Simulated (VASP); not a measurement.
A run of VASP 6.6.1 is set up as follows.

File INCAR:

```
  ALGO = Normal
  EDIFF = 1E-6
  ENCUT = 520
  GGA = PE
  ISIF = 2
  ISMEAR = 0
  LASPH = True
  LCHARG = False
  LREAL = False
  LWAVE = False
  NBANDS = 12
  NELM = 100
  PREC = Accurate
  SIGMA = 0.1
```

Contents of KPOINTS:

```
k-points
0
Gamma
  6 6 4
```

The input POSCAR:

```
Sb
1.0
    3.0898832279      0.0000000000      0.0000000000
    0.0000000000      3.0898832279      0.0000000000
    0.0000000000      0.0000000000      6.4106875921
Sb
2
Direct
    0.0000000000      0.0000000000      0.7499369610
    0.0000000000      0.0000000000      0.2500630390
```

Potentials or basis: VASP PAW PBE potentials, release 64 (Sb).

The run is started by

```sh
$ cat potpaw_PBE.64/Sb/POTCAR > POTCAR
$ mpirun -np 1 vasp_std > vasp.out
```

Problem. What does it give for the band gap on the k mesh?

Solution. Zero (band 5 reaches 11.07 eV, above the bottom of band 6 at 4.13 eV).

Problem. Estimate the pressure.

Solution. -0.2 GPa.

Forces in eV/Å, atoms in the order of the input:
```
Sb   0.000  0.000  0.002
Sb   0.000  0.000 -0.002
```

Caveat: spin-orbit coupling is left out, which moves the levels of the heavy elements.
